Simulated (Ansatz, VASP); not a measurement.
Two plane-wave programs on Yb

```
CELL_PARAMETERS angstrom
0.00000 4.31527 4.31527
4.31527 0.00000 4.31527
4.31527 4.31527 0.00000
ATOMIC_POSITIONS crystal
Yb 0.12500 0.12500 0.12500
Yb 0.87500 0.87500 0.87500
```

Alike in both runs: task single point; functional revPBE; k mesh 7 × 7 × 7; occupations fermi-dirac, width 0.1 eV; no spin polarisation.

```csv
,VASP,Ansatz
version,VASP 6.6.1,Ansatz 0.2.0
potentials or method,"VASP PAW PBE potentials, release 64 (Yb), cutoff 520 eV","plane waves (420 eV) with PAW, scalar-relativistic"
valence electrons in the cell,48,48
```

```csv
,VASP,Ansatz,Ansatz less VASP
pressure (GPa),0.3,0.3,+0.05
```

VASP's potentials were made for PBE, not for revPBE.

Neither program's run includes spin-orbit coupling.
